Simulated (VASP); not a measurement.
The system is SiC.

```xyz
2
Lattice="0.0000 2.1563 2.1922 2.1563 0.0000 2.1922 2.1563 2.1563 0.0000" Properties=species:S:1:pos:R:3 pbc="T T T"
Si    0.0000    0.0000    0.0000
C     1.0781    1.0781    1.0961
```

This cell differs from its parent crystal: epitaxial xy strain -1.0%.

Base run:

* Program: VASP 6.6.1
* Functional: PBE
* Potentials or basis: VASP PAW PBE potentials, release 64 (Si, C)
* Cutoff: 520 eV
* k mesh: 10 × 10 × 10
* Occupations: fermi-dirac, width 0.02 eV
* Spin: no spin polarisation

Its results: band gap on the k mesh 1.25 eV, indirect (least direct gap 4.54 eV); pressure 6.6 GPa.

**Question.** The run is repeated on the same cell with these changes: functional from PBE to r2SCAN; occupations from fermi-dirac, width 0.02 eV to gaussian, width 0.01 eV. What comes out?

**Answer.** Band gap on the k mesh 1.62 eV, indirect (least direct gap 5.06 eV); pressure 3.0 GPa.

Caveats: the PAW data sets were made with another functional, which shifts forces and pressure a little (some runs).

A k mesh can miss the band edges.
